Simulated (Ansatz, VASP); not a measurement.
**One calculation of NaI, two programs**

Contents of INCAR:

```
ALGO = Normal ; EDIFF = 1E-6
ENCUT = 520 ; GGA = PS
ISIF = 2 ; ISMEAR = 0
LASPH = True ; LCHARG = True
LELF = True ; LREAL = False
LVHAR = True ; LWAVE = False
NBANDS = 14 ; NELM = 60
PREC = Accurate ; SIGMA = 0.01
```

Contents of KPOINTS:

```
k-points
0
Gamma
  4 4 4
```

File POSCAR:

```
NaI
1.0
    0.0000000000      3.2051315493      3.2051315493
    3.2051315493      0.0000000000      3.2051315493
    3.2051315493      3.2051315493      0.0000000000
Na I
1 1
Direct
    0.0000000000      0.0000000000      0.0000000000
    0.5000000000      0.5000000000      0.5000000000
```

Input for Ansatz:

```yaml
crystal:
  lattice:
    - [-5.642426725332341e-17, 3.205131549328979, 3.205131549328978]
    - [3.205131549328979, -5.4836128015084856e-17, 3.205131549328978]
    - [3.205131549328979, 3.205131549328979, 1.111697466766965e-17]
  atoms:
    - { symbol: Na, position: [4.0049650681101034e-32, -3.59419942009881e-32, -2.772668124076226e-32] }
    - { symbol: I, position: [0.5000000000000001, 0.49999999999999994, 0.5000000000000001] }
basis:
  ecutwfc: 517.016338673772
kpoints:
  mp_grid:
    grid: [4, 4, 4]
hamiltonian:
  xc: pbesol
scf:
  occupations:
    method: fixed
output:
  forces: true
  stress: true
```

Alike in both runs: task single point; functional PBEsol; k mesh 4 × 4 × 4; no spin polarisation.

|  | VASP | Ansatz |
| --- | --- | --- |
| version | VASP 6.6.1 | Ansatz 0.2.0 |
| potentials or method | VASP PAW PBE potentials, release 64 (Na_pv, I), cutoff 520 eV | plane waves, PAW |
| occupations | gaussian, width 0.01 eV | fixed |
| valence electrons in the cell | 14 | 26 |

|  | VASP | Ansatz | Ansatz less VASP |
| --- | --- | --- | --- |
| pressure (GPa) | 0.0 | 0.0 | -0.04 |

VASP's potentials were made for PBE, not for PBEsol. VASP's potentials hold 14 valence electrons a cell and Ansatz's 26, so a difference there can come from the potentials and not from the codes.

The k mesh is coarse, so the values compare programs but aren't converged. Spin-orbit coupling is off throughout.
